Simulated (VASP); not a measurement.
# HfC (pbe) (Fm-3m) in VASP: further runs

HfC (pbe) is run at these levels: PBE; tasks: single point, relaxation of cell and atoms.

All numbers are computed with VASP 6.6.1; they aren't measurements. Logs are shortened: lines on timing, memory, paths and dates and some standing lists are left out, and cuts for length are marked.

## 1. The cell of the first run

Symmetry: Fm-3m, No. 225, cubic system. The conventional cell has a = 4.634 Å, b = 4.634 Å, c = 4.634 Å, α = 90.00°, β = 90.00°, γ = 90.00°. Hf (site symmetry m-3m) has 6 C at 2.32 Å within 3.1 Å. C (site symmetry m-3m) has 6 Hf at 2.32 Å within 3.1 Å.

## 2. Single point, PBE

The input, INCAR:

```
SYSTEM = HfC
  ALGO = Normal
  EDIFF = 1E-6
  ENCUT = 600
  GGA = PE
  GGA_COMPAT = .False.
  ISIF = 2
  ISMEAR = 0
  LASPH = .True.
  LCHARG = .False.
  LREAL = .False.
  LWAVE = .False.
  NBANDS = 14
  NELM = 120
  PREC = Accurate
  SIGMA = 0.1
```

The input, KPOINTS:

```
k-points
0
Gamma
  6 6 6
  0 0 0
```

The input, POSCAR:

```
HfC
1.0
    0.0000000000      2.3171388400      2.3171388400
    2.3171388400      0.0000000000      2.3171388400
    2.3171388400      2.3171388400      0.0000000000
Hf C
1 1
Direct
    0.0000000000      0.0000000000      0.0000000000
    0.5000000000      0.5000000000      0.5000000000
```

Potentials or basis: VASP PAW PBE potentials, release 64 (Hf_pv, C).

Launch:

```
> cat potpaw_PBE.64/Hf_pv/POTCAR potpaw_PBE.64/C/POTCAR > POTCAR
> mpirun -np 1 vasp_std > vasp.out
```

OUTCAR:

```text
SYSTEM = HfC
   EDIFF = 1E-6
   ENCUT = 600
   GGA = PE
   ISIF = 2
   ISMEAR = 0
   LASPH = .True.
   LREAL = .False.
   NELM = 120
   PREC = Accurate

 ion  position               nearest neighbor table
   1  0.000  0.000  0.000-   2 2.32   2 2.32   2 2.32   2 2.32   2 2.32   2 2.32
   2  0.500  0.500  0.500-   1 2.32   1 2.32   1 2.32   1 2.32   1 2.32   1 2.32

  LATTYP: Found a face centered cubic cell.
 ALAT       =     4.6342776800

  Lattice vectors:

 A1 = (   0.0000000000,   2.3171388400,   2.3171388400)
 A2 = (   2.3171388400,   0.0000000000,   2.3171388400)
 A3 = (   2.3171388400,   2.3171388400,   0.0000000000)

Analysis of symmetry for initial positions (statically):
=====================================================================
 Subroutine PRICEL returns:
 Original cell was already a primitive cell.

 Routine SETGRP: Setting up the symmetry group for a
 face centered cubic supercell.

 Subroutine GETGRP returns: Found 48 space group operations
 (whereof 48 operations were pure point group operations)
 out of a pool of 48 trial point group operations.

The static configuration has the point symmetry O_h .

Analysis of symmetry for dynamics (positions and initial velocities):
=====================================================================
 Subroutine PRICEL returns:
 Original cell was already a primitive cell.

 Routine SETGRP: Setting up the symmetry group for a
 face centered cubic supercell.

 Subroutine GETGRP returns: Found 48 space group operations
 (whereof 48 operations were pure point group operations)
 out of a pool of 48 trial point group operations.

The dynamic configuration has the point symmetry O_h .

 Subroutine INISYM returns: Found 48 space group operations
 (whereof 48 operations are pure point group operations),
 and found     1 'primitive' translations

----------------------------------------------------------------------------------------

                                     Primitive cell

  volume of cell :      24.8821

  direct lattice vectors                    reciprocal lattice vectors
     0.000000000  2.317138840  2.317138840    -0.215783358  0.215783358  0.215783358
     2.317138840  0.000000000  2.317138840     0.215783358 -0.215783358  0.215783358
     2.317138840  2.317138840  0.000000000     0.215783358  0.215783358 -0.215783358

  length of vectors
     3.276929173  3.276929173  3.276929173     0.373747740  0.373747740  0.373747740

  position of ions in fractional coordinates (direct lattice)
     0.000000000  0.000000000  0.000000000
     0.500000000  0.500000000  0.500000000

  ion indices of the primitive-cell ions
   primitive index   ion index
                 1           1
                 2           2

----------------------------------------------------------------------------------------

 KPOINTS: k-points

Automatic generation of k-mesh.
 Grid dimensions read from file:
 generate k-points for:    6    6    6

 Generating k-lattice:

  Cartesian coordinates                     Fractional coordinates (reciprocal lattice)
    -0.035963893  0.035963893  0.035963893     0.166666667  0.000000000  0.000000000
     0.035963893 -0.035963893  0.035963893     0.000000000  0.166666667  0.000000000
     0.035963893  0.035963893 -0.035963893     0.000000000  0.000000000  0.166666667

  Length of vectors
     0.062291290  0.062291290  0.062291290

  Shift w.r.t. Gamma in fractional coordinates (k-lattice)
     0.000000000  0.000000000  0.000000000

 Subroutine IBZKPT returns following result:
 ===========================================

 Found     16 irreducible k-points:

 Following reciprocal coordinates:
            Coordinates               Weight
  0.000000  0.000000  0.000000      1.000000
  0.166667  0.000000  0.000000      8.000000
  0.333333  0.000000  0.000000      8.000000
  0.500000  0.000000  0.000000      4.000000
  0.166667  0.166667  0.000000      6.000000
  0.333333  0.166667  0.000000     24.000000
[... 8 lines left out ...]
 -0.333333  0.333333  0.166667     24.000000
 -0.333333  0.500000  0.166667     12.000000
   k-points           NKPTS =     16   k-points in BZ     NKDIM =     16   number of bands    NBANDS=     14
   number of dos      NEDOS =    301   number of ions     NIONS =      2
   total plane-waves  NPLWV =  21952
   dimension x,y,z NGX =    28 NGY =   28 NGZ =   28
   dimension x,y,z NGXF=    56 NGYF=   56 NGZF=   56
   ions per type =               1   1
   NGX,Y,Z   is equivalent  to a cutoff of  14.21, 14.21, 14.21 a.u.
   NGXF,Y,Z  is equivalent  to a cutoff of  28.41, 28.41, 28.41 a.u.
 SYSTEM =  HfC
   PREC   = accura    normal or accurate (medium, high low for compatibility)
   ISTART =      0    job   : 0-new  1-cont  2-samecut
   ICHARG =      2    charge: 1-file 2-atom 10-const
   ISPIN  =      1    spin polarized calculation?
   LNONCOLLINEAR =      F non collinear calculations
   LSORBIT =      F    spin-orbit coupling
   LASPH  =      T    aspherical Exc in radial PAW
   ENCUT  =  600.0 eV  44.10 Ry    6.64 a.u.   6.54  6.54  6.54*2*pi/ulx,y,z
   NELM   =    120;   NELMIN=  2; NELMDL= -5     # of ELM steps
   EDIFF  = 0.1E-05   stopping-criterion for ELM
   LREAL  =      F    real-space projection
   EDIFFG = 0.1E-04   stopping-criterion for IOM
   NSW    =      0    number of steps for IOM
   IBRION =     -1    ionic relax: 0-MD 1-quasi-New 2-CG
   NFREE  =      0    steps in history (QN), initial steepest desc. (CG)
   ISIF   =      2    stress and relaxation
   ISYM   =      2    0-nonsym 1-usesym 2-fastsym
   POTIM  = 0.5000    time-step for ionic-motion
   TEBEG  =    0.0;   TEEND  =   0.0 temperature during run
   PSTRESS=    0.0 pullay stress
   NELECT =      14.0000    total number of electrons
   NUPDOWN=      -1.0000    fix difference up-down
   EMIN   =  10.00;   EMAX   =-10.00  energy-range for DOS
   EFERMI =   0.00;   METHOD = LEGACY
   ISMEAR =     0;   SIGMA  =   0.10  broadening in eV -4-tet -1-fermi 0-gaus
   EFERMI_NEDOS =   21; number of points for ismear=-14 and -15
   IALGO  =     38    algorithm
   IMIX   =      4    mixing-type and parameters
     AMIX     =   0.40;   BMIX     =  1.00
     AMIX_MAG =   1.60;   BMIX_MAG =  1.00
  volume/ion in A,a.u.               =      12.44        83.96
  Fermi-wavevector in a.u.,A,eV,Ry     =   1.351519  2.554000 24.852447  1.826603
  Thomas-Fermi vector in A             =   2.478934
   LORBIT       =      0    0 simple, 1 ext, 2 COOP (PROOUT), +10 PAW based schemes
   GGA     = PE    functional components
   LHFCALC =     F    Hartree Fock is set to
   AEXX    =    0.0000 exact exchange contribution
   IVDW    =     0    specifies the selected vdW correction
   LEPSILON=     F    determine dielectric tensor
   LRPA    =     F    only Hartree local field effects (RPA)
 non-spin polarized calculation
 Gauss-broadening in eV      SIGMA  =   0.10
  energy-cutoff  :      600.00
  volume of cell :       24.88
 maximum number of plane-waves:       869
 NGX is ok and might be reduce to    28
   NGX = 13   NGY = 13   NGZ = 13

 number of electron      14.0000000 magnetization

 Free energy of the ion-electron system (eV)
  ---------------------------------------------------
  ext. energy  EPLUGINS =         0.00000000
  ---------------------------------------------------
  free energy    TOTEN  =       -21.03321525 eV

  energy without entropy =      -21.03078500  energy(sigma->0) =      -21.03200013

 E-fermi :   5.8924     XC(G=0): -12.3340

 val. band max:        5.7992541915   @ k =   0.1667   0.1667   0.0000
 cond. band min:       5.9540941214   @ k =   0.5000   0.5000   0.0000
 fundamental gap:      0.1548399300
 Fermi energy:         5.8923559889

 k-point     1 :       0.0000    0.0000    0.0000
  band No.  band energies     occupation
      1     -23.4937      2.00000
      2     -23.4937      2.00000
      3     -23.4937      2.00000
      4      -6.3230      2.00000
      5       7.0477      0.00000
      6       7.0477      0.00000
      7       7.0477      0.00000
      8       7.4247      0.00000
      9       7.4247      0.00000
     10       7.4247      0.00000
     11       9.4534      0.00000
     12       9.4534      0.00000
     13      12.9869      0.00000
     14      17.0615      0.00000

 k-point     2 :       0.1667    0.0000    0.0000
  band No.  band energies     occupation
      1     -23.6787      2.00000
      2     -23.5116      2.00000
      3     -23.5116      2.00000
      4      -5.6401      2.00000
      5       4.4744      2.00000
      6       5.1911      2.00000
      7       5.1911      2.00000
      8       8.2953      0.00000
      9       8.2953      0.00000
     10       8.5779      0.00000
     11      11.8735      0.00000
     12      11.8735      0.00000
     13      14.2915      0.00000
     14      18.8361      0.00000

 k-point     3 :       0.3333    0.0000    0.0000
  band No.  band energies     occupation
      1     -24.0288      2.00000
      2     -23.5471      2.00000
      3     -23.5471      2.00000
      4      -3.9521      2.00000
      5       1.6033      2.00000
      6       3.5823      2.00000
      7       3.5823      2.00000
      8       9.7554      0.00000
      9      10.0795      0.00000
     10      10.0795      0.00000
     11      15.1236      0.00000
     12      15.3875      0.00000
     13      15.3875      0.00000
     14      19.8065      0.00000

 k-point     4 :       0.5000    0.0000    0.0000
  band No.  band energies     occupation
      1     -24.1949      2.00000
      2     -23.5646      2.00000
      3     -23.5646      2.00000
      4      -2.5167      2.00000
      5      -0.1492      2.00000
      6       3.0213      2.00000
      7       3.0213      2.00000
      8      11.4047      0.00000
      9      11.4047      0.00000
     10      11.8805      0.00000
     11      12.6348      0.00000
     12      17.5610      0.00000
     13      17.5610      0.00000
     14      19.4210      0.00000

 k-point     5 :       0.1667    0.1667    0.0000
  band No.  band energies     occupation
      1     -23.6649      2.00000
      2     -23.5543      2.00000
      3     -23.5543      2.00000
      4      -5.4810      2.00000
      5       3.6040      2.00000
      6       5.7993      1.81205
      7       5.7993      1.81205
      8       6.3312      0.00000
      9       9.8687      0.00000
     10       9.9494      0.00000
     11       9.9494      0.00000
[... 140 lines left out ...]
 k-point    14 :       0.5000    0.3333    0.1667
  band No.  band energies     occupation
      1     -24.0026      2.00000
      2     -23.7615      2.00000
      3     -23.6305      2.00000
      4      -3.7218      2.00000
      5       1.7795      2.00000
      6       3.6634      2.00000
      7       3.8842      2.00000
      8       8.1702      0.00000
      9      11.7401      0.00000
     10      12.1295      0.00000
     11      12.5933      0.00000
     12      15.5358      0.00000
     13      18.1048      0.00000
     14      18.7734      0.00000

 k-point    15 :      -0.3333    0.3333    0.1667
  band No.  band energies     occupation
      1     -24.0226      2.00000
      2     -23.8363      2.00000
      3     -23.6708      2.00000
      4      -3.4039      2.00000
      5       1.7571      2.00000
      6       3.3127      2.00000
      7       3.7036      2.00000
      8       9.7826      0.00000
      9       9.8278      0.00000
     10      12.4704      0.00000
     11      14.5698      0.00000
     12      14.8374      0.00000
     13      18.3434      0.00000
     14      19.3782      0.00000

 k-point    16 :      -0.3333    0.5000    0.1667
  band No.  band energies     occupation
      1     -24.0167      2.00000
      2     -23.8295      2.00000
      3     -23.7440      2.00000
      4      -3.8744      2.00000
      5       3.3336      2.00000
      6       3.5041      2.00000
      7       3.6429      2.00000
      8       8.0582      0.00000
      9      11.3453      0.00000
     10      12.8563      0.00000
     11      12.8812      0.00000
     12      14.6331      0.00000
     13      17.7503      0.00000
     14      19.3018      0.00000

------------------------ aborting loop because EDIFF is reached ----------------------------------------

  FORCE on cell =-STRESS in cart. coord.  units (eV):
  Direction    XX          YY          ZZ          XY          YZ          ZX
  --------------------------------------------------------------------------------------
  -------------------------------------------------------------------------------------
  Total        0.3080191      0.3080191      0.3080191     -0.0000000      0.0000000     -0.0000000
  in kB       19.8336251     19.8336251     19.8336251     -0.0000000      0.0000000     -0.0000000
  external PRESSURE =      19.8336251 kB  Pullay stress =       0.0000000 kB

 VOLUME and BASIS-vectors are now :
 -----------------------------------------------------------------------------
  energy-cutoff  :      600.00
  volume of cell :       24.88
      direct lattice vectors                 reciprocal lattice vectors
     0.000000000  2.317138840  2.317138840    -0.215783358  0.215783358  0.215783358
     2.317138840  0.000000000  2.317138840     0.215783358 -0.215783358  0.215783358
     2.317138840  2.317138840  0.000000000     0.215783358  0.215783358 -0.215783358

 POSITION                                       TOTAL-FORCE (eV/Angst)
 -----------------------------------------------------------------------------------
      0.00000      0.00000      0.00000        -0.000000      0.000000      0.000000
      2.31714      2.31714      2.31714         0.000000      0.000000     -0.000000
 -----------------------------------------------------------------------------------
    total drift:                                0.000000      0.000000      0.000000

  FREE ENERGIE OF THE ION-ELECTRON SYSTEM (eV)
  ---------------------------------------------------
  free  energy   TOTEN  =       -21.0332152482 eV

  energy  without entropy=      -21.0307850020  energy(sigma->0) =      -21.03200013
```

It took 20 s on 1 thread of Intel Xeon 8259CL, shared host; peak memory 0.16 GiB.

Results:

| Property | Result |
| --- | --- |
| Free energy | -21.0332 eV |
| Pressure | 2.0 GPa |
| Band gap on the k mesh | zero (band 7 reaches 7.05 eV, above the bottom of band 8 at 5.68 eV) |

Levels at points of the mesh, in eV from the Fermi level:
| k point | band 4 | band 5 | band 6 | band 7 | band 8 | band 9 | band 10 | band 11 |
| --- | --- | --- | --- | --- | --- | --- | --- | --- |
| (0.00, 0.00, 0.00) | -12.22 | 1.16 | 1.16 | 1.16 | 1.53 | 1.53 | 1.53 | 3.56 |
| (0.50, 0.00, 0.00) | -8.41 | -6.04 | -2.87 | -2.87 | 5.51 | 5.51 | 5.99 | 6.74 |
| (0.50, 0.50, 0.00) | -10.31 | -2.43 | -1.67 | 0.06 | 0.06 | 5.51 | 6.95 | 6.95 |

Caveat: the k points lie up to 0.39 Å⁻¹ apart; spin-orbit coupling is left out, which moves the levels of the heavy elements.

## 3. Single point, PBE

This run uses another cell than the first one, of 12.58 Å³/atom, 1.011 times its volume.

The input, INCAR:

```
PREC = Accurate
ENCUT = 600
EDIFF = 1E-6
ISMEAR = 0
SIGMA = 0.1
LREAL = F
LASPH = T
NELM = 120
ALGO = Normal
ISIF = 2
LWAVE = F
LCHARG = F
GGA = PE
NBANDS = 14
GGA_COMPAT = F
```

The input, KPOINTS:

```
Automatic mesh
0
Gamma
  16 16 16
```

The input, POSCAR:

```
HfC
1.0
    0.0000000000      2.3257368775      2.3257368775
    2.3257368775      0.0000000000      2.3257368775
    2.3257368775      2.3257368775      0.0000000000
Hf C
1 1
Direct
    0.0000000000      0.0000000000      0.0000000000
    0.5000000000      0.5000000000      0.5000000000
```

Potentials or basis: VASP PAW PBE potentials, release 64 (Hf_pv, C).

Launch:

```
> cat potpaw_PBE.64/Hf_pv/POTCAR potpaw_PBE.64/C/POTCAR > POTCAR
> mpirun -np 1 vasp_std > vasp.out
```

Wall time 2.1 min (1 thread of Intel Xeon 8259CL, shared host); peak memory 0.21 GiB.

It converged, with:

* Free energy: -21.0470 eV
* Pressure: -0.8 GPa
* Band gap on the k mesh: zero (band 7 reaches 6.95 eV, above the bottom of band 8 at 5.52 eV)

Levels at points of the mesh, in eV from the Fermi level:
```tsv
k point	band 3	band 4	band 5	band 6	band 7	band 8	band 9	band 10	band 11	band 12
(0.00, 0.00, 0.00)	-29.56	-12.28	1.02	1.02	1.02	1.41	1.41	1.41	3.41	3.41
(0.50, 0.00, 0.00)	-29.62	-8.55	-6.11	-2.96	-2.96	5.33	5.33	5.80	6.57	11.40
(0.50, 0.50, 0.00)	-29.79	-10.38	-2.57	-1.75	-0.08	-0.08	5.32	6.75	6.75	8.44
```

Caveat: spin-orbit coupling is left out, which moves the levels of the heavy elements.

## 4. Relaxation of cell and atoms, PBE

The input, INCAR:

```
  ALGO = Normal
  EDIFF = 1E-7
  EDIFFG = -0.002
  ENCUT = 600
  GGA = PE
  GGA_COMPAT = F
  IBRION = 2
  ISIF = 3
  ISMEAR = 0
  LASPH = T
  LCHARG = F
  LREAL = F
  LWAVE = F
  NELM = 120
  NELMIN = 4
  NSW = 100
  PREC = Accurate
  SIGMA = 0.1
```

The input, KPOINTS:

```
k-points
0
Gamma
  16 16 16
```

The input, POSCAR:

```
HfC
1.0
    0.0000000000      2.3171388400      2.3171388400
    2.3171388400      0.0000000000      2.3171388400
    2.3171388400      2.3171388400      0.0000000000
Hf C
1 1
Direct
    0.0000000000      0.0000000000      0.0000000000
    0.5000000000      0.5000000000      0.5000000000
```

Launch:

```
> cat potpaw_PBE.64/Hf_pv/POTCAR potpaw_PBE.64/C/POTCAR > POTCAR
> mpirun -np 1 vasp_std > vasp.out
```

Wall time 4.8 min (1 thread of Intel Xeon 8259CL, shared host); peak memory 0.21 GiB.

Results (log left out):

| Property | Result |
| --- | --- |
| Free energy | -21.0470 eV |
| Relaxed volume | 12.54 Å³/atom |
| Relaxed cell | a = 3.286 Å, b = 3.286 Å, c = 3.286 Å, α = 60.00°, β = 60.00°, γ = 60.00° |
| Space group after relaxing (to 0.05 Å) | Fm-3m (No. 225) |
| Energy gained by relaxing | 0.6 meV/atom |
| Ionic steps | 3 |
| Pressure after relaxing | 0.0 GPa |
| Band gap on the k mesh | zero (band 7 reaches 6.97 eV, above the bottom of band 8 at 5.55 eV) |

The path:
| step | energy change (eV) | largest force (eV/Å) | pressure (GPa) | volume (Å³) |
| --- | --- | --- | --- | --- |
| 1 | 0.0000 | 0.0000 | 1.95 | 24.88 |
| 2 | 0.0024 | 0.0000 | -3.22 | 25.43 |
| 3 | -0.0012 | 0.0000 | 0.00 | 25.08 |

Final structure:
```yaml
crystal:
  lattice:
    - [0.00000, 2.32333, 2.32333]
    - [2.32333, 0.00000, 2.32333]
    - [2.32333, 2.32333, 0.00000]
  atoms:
    - { symbol: Hf, position: [0.00000, 0.00000, 0.00000] }
    - { symbol: C, position: [0.50000, 0.50000, 0.50000] }
```

Levels at points of the mesh, in eV from the Fermi level:
```tsv
k point	band 5	band 6	band 7	band 8	band 9	band 10
(0.00, 0.00, 0.00)	1.02	1.02	1.02	1.41	1.41	1.41
(0.50, 0.00, 0.00)	-6.13	-2.97	-2.97	5.35	5.35	5.82
(0.50, 0.50, 0.00)	-2.56	-1.76	-0.07	-0.07	5.34	6.77
```

Caveat: spin-orbit coupling is left out, which moves the levels of the heavy elements.

## 5. Overview

| task | cell | k mesh | gap on the mesh (eV) | pressure (GPa) |
| --- | --- | --- | --- | --- |
| single point | a = 3.277 Å, angles 60.0°, 2 atoms | 6 × 6 × 6 | none | 2.0 |
| single point | a = 3.289 Å, angles 60.0°, 2 atoms | 16 × 16 × 16 | none | -0.8 |
| relaxation of cell and atoms | relaxed from a = 3.277 Å, angles 60.0°, 2 atoms | 16 × 16 × 16 | none | 0.0 |

Alike in all rows: level PBE; potentials or basis VASP PAW PBE potentials, release 64 (Hf_pv, C); no spin polarisation; cutoff (eV) 600; smearing gaussian 0.1 eV.

Caveats: some runs use coarse meshes; spin-orbit coupling is left out, which moves the levels of the heavy elements.

Total energies depend on the potentials used, so only differences within one code and one set of settings carry meaning.
